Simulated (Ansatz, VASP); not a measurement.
## MgO: VASP beside Ansatz

```xyz
12
Lattice="5.6335 0.0000 0.0000 0.0000 5.6335 0.0000 0.0000 0.0000 5.6335" Properties=species:S:1:pos:R:3 pbc="T T T"
Mg    1.4084   -0.0566    2.8168
Mg    0.0000    2.8801    1.4084
Mg    2.8168    4.1406    0.0000
Mg    4.2252   -0.0566    2.8168
Mg    0.0000    2.8801    4.2252
Mg    2.8168    1.3238    0.0000
O     1.4084    2.9379    0.0000
O     2.8168    0.0270    1.4084
O     0.0000    4.1953    2.8168
O     4.2252    2.9379    0.0000
O     2.8168    0.0270    4.2252
O     0.0000    1.3786    2.8168
```

Change from the starting cell: mode 14 frozen in at -0.060 Å and mode 24 at -0.085 Å (largest displacements).

Alike in both runs: task single point; functional PBE; k mesh 4 × 4 × 4; occupations gaussian, width 0.05 eV; no spin polarisation.

|  | VASP | Ansatz |
| --- | --- | --- |
| version | VASP 6.6.1 | Ansatz 0.2.0 |
| potentials or method | VASP PAW PBE potentials, release 64 (Mg, O), cutoff 520 eV | scalar-relativistic, plane waves, PAW |
| valence electrons in the cell | 48 | 96 |

```tsv
	VASP	Ansatz	Ansatz less VASP
gap on the k mesh at the Fermi level (eV)	2.85	2.87	+0.015
least direct gap on the mesh (eV)	2.85	2.87	+0.015
pressure (GPa)	0.8	1.1	+0.29
traceless stress, the component that is largest in VASP (GPa)	0.47	0.47	-0.007
rms of the force components (eV/Å)	0.667	0.658	-0.0089
```

Atom by atom the forces differ by 0.009 eV/Å (rms over components). The functional is the same, so the differences come from potentials, cutoffs and numerics. VASP's potentials hold 48 valence electrons a cell and Ansatz's 96, so a difference there can come from the potentials and not from the codes.
